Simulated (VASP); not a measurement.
Input of a VASP 6.6.1 run:

Contents of POSCAR:

```
PtS2
1.0
    3.5431995400      0.0000000000      0.0000000000
   -1.7715997700      3.0685008100      0.0000000000
    0.0000000000      0.0000000000     10.0776001800
Pt S
2 4
Direct
    0.0000000000      0.0000000000      0.0000000000
    0.0000000000      0.0000000000      0.5000000000
    0.3333333333      0.6666666667      0.1250000000
    0.6666666667      0.3333333333      0.3750000000
    0.3333333333      0.6666666667      0.6250000000
    0.6666666667      0.3333333333      0.8750000000
```

INCAR.step1

```
PREC = Accurate
ENCUT = 520
ISMEAR = 0
SIGMA = 0.05
LREAL = False
LASPH = True
NELM = 150
ISPIN = 2
MAGMOM = 2 2 0 0 0 0
NUPDOWN = 4.0
LMAXMIX = 4
LDAU = True
LDAUTYPE = 1
LDAUL = 2 -1
LDAUU = 2.5 0
LDAUJ = 0.7 0
NBANDS = 35
GGA = PE
ALGO = Normal
EDIFF = 1E-4
LWAVE = True
LCHARG = False
```

INCAR.step2

```
PREC = Accurate
ENCUT = 520
EDIFF = 1E-7
ISMEAR = 0
SIGMA = 0.05
LREAL = False
LASPH = True
NELM = 150
ALGO = Normal
ISIF = 2
LWAVE = False
LCHARG = False
ISPIN = 2
MAGMOM = 2 2 0 0 0 0
LORBIT = 11
NUPDOWN = 4.0
LMAXMIX = 4
LDAU = True
LDAUTYPE = 1
LDAUL = 2 -1
LDAUU = 2.5 0
LDAUJ = 0.7 0
LDAUPRINT = 1
METAGGA = R2SCAN
LMIXTAU = True
NBANDS = 35
ISTART = 1
```

Contents of KPOINTS:

```
regular mesh
0
Gamma
  6 6 2
```

Potentials or basis: VASP PAW PBE potentials, release 64 (Pt, S).

Command:

```console
$ cat potpaw_PBE.64/Pt/POTCAR potpaw_PBE.64/S/POTCAR > POTCAR
$ cp INCAR.step1 INCAR
$ mpirun -np 1 vasp_std > vasp.out
$ cp INCAR.step2 INCAR
$ mpirun -np 1 vasp_std > vasp.out
```

Question: What does it give for the pressure?

Answer: 5.2 GPa.

Question: Estimate the largest force.

Answer: 0.823 eV/Å.

Stress tensor (GPa, compression positive):
```
5.35 0.00 0.00
0.00 5.35 0.00
0.00 0.00 4.75
```

Caveat: the cell stands under pressure; the PAW data sets were made with another functional, which shifts forces and pressure a little; the total moment is fixed, so each spin has its own Fermi level and the state may be an excited one.
